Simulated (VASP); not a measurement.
Here is a VASP 6.6.1 calculation.

Contents of INCAR:

```
SYSTEM = Ca
PREC     = Accurate       ! precision mode
ENCUT    = 520            ! plane-wave cutoff, eV
EDIFF    = 1E-6           ! SCF threshold, eV
ISMEAR   = 0              ! smearing method
SIGMA    = 0.15           ! smearing width, eV
LREAL    = .False.        ! projectors in reciprocal space
LASPH    = .True.         ! aspherical terms in the spheres
NELM     = 100            ! most SCF steps
ALGO     = Normal         ! electronic algorithm
ISIF     = 2              ! what is computed and relaxed
LWAVE    = .False.        ! write WAVECAR
LCHARG   = .True.         ! write CHGCAR
GGA      = PS             ! functional
LELF     = .True.         ! ELF
LVHAR    = .True.       
NBANDS   = 11             ! bands
```

KPOINTS

```
Automatic mesh
0
Gamma
  14 14 14
  0 0 0
```

File POSCAR:

```
Ca
1.0
    0.0000000000      2.7942000000      2.8780260000
    2.7942000000      0.0000000000      2.8780260000
    2.7942000000      2.7942000000      0.0000000000
Ca
1
Direct
    0.0000000000      0.0000000000      0.0000000000
```

Potentials or basis: VASP PAW PBE potentials, release 64 (Ca_sv).

Launch:

```bash
$ cat potpaw_PBE.64/Ca_sv/POTCAR > POTCAR
$ mpirun -np 1 vasp_std > vasp.out
```

Task: Estimate the pressure.

Result: -1.6 GPa.

Task: Predict the band gap on the k mesh.

Result: Zero (band 5 reaches 1.86 eV, above the bottom of band 6 at 1.45 eV).

Stress tensor (GPa, compression positive):
```
-1.48  0.00  0.00
 0.00 -1.48  0.00
 0.00  0.00 -1.73
```

Caveat: the cell differs from its parent crystal (strain +0.000 along x and y, +0.030 along z); the PAW data sets were made with another functional, which shifts forces and pressure a little.
